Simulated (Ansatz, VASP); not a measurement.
Ca5Ti2N6 in VASP and in Ansatz

```xyz
26
Lattice="5.1528 -3.2770 0.0000 5.1528 3.2770 0.0000 -3.0330 0.0000 12.5345" Properties=species:S:1:pos:R:3 pbc="T T T"
Ca    5.4199    1.6042    0.0919
Ca    3.3693    1.6042    6.1753
Ca    1.8528   -1.6042   12.4425
Ca    3.9034   -1.6042    6.3592
Ca   -0.5876   -0.9679    9.0959
Ca    6.3438   -0.9679    9.7058
Ca    7.8603    0.9679    3.4385
Ca    0.9289    0.9679    2.8287
Ca    2.8781   -1.0350    9.4008
Ca    4.3946    1.0350    3.1336
Ti    6.2565    0.5865    7.1251
Ti   -0.5002    0.5865   11.6766
Ti    1.0163   -0.5865    5.4094
Ti    7.7729   -0.5865    0.8578
N     7.9010   -0.0677    7.8188
N    -2.1448   -0.0677   10.9829
N    -0.6283    0.0677    4.7156
N     9.4175    0.0677    1.5516
N     4.6717    0.0025    8.0544
N     1.0845    0.0025   10.7473
N     2.6010   -0.0025    4.4801
N     6.1882   -0.0025    1.7871
N     1.2089   -0.7636    7.3470
N     4.5473   -0.7636   11.4547
N     6.0638    0.7636    5.1874
N     2.7254    0.7636    1.0798
```

Alike in both runs: task electric field gradients; functional PBE; k mesh 5 × 5 × 3; occupations fermi-dirac, width 0.02 eV; no spin polarisation.

|  | VASP | Ansatz |
| --- | --- | --- |
| version | VASP 6.6.1 | Ansatz 0.2.0 |
| potentials or method | VASP PAW PBE potentials, release 64 (Ca_sv, Ti_sv, N) | plane-wave PAW, scalar-relativistic |
| plane-wave cutoff (eV) | 520 | 420 |
| valence electrons in the cell | 208 | 208 |

Ansatz gave:

- gap on the k mesh at the Fermi level (eV): 1.79
- pressure (GPa): -0.5
- traceless stress, the component that is largest in VASP (GPa): 0.08
- rms of the force components (eV/Å): 0.044
- size of Vzz on the site where it differs most (V/Å²): 68.7

**Question.** Which values does VASP return?

**Answer.** gap on the k mesh at the Fermi level (eV): 1.78; pressure (GPa): -0.3; traceless stress, the component that is largest in VASP (GPa): 0.04; rms of the force components (eV/Å): 0.039; size of Vzz on the site where it differs most (V/Å²): 64.7.

Atom by atom the forces differ by 0.009 eV/Å (rms over components).
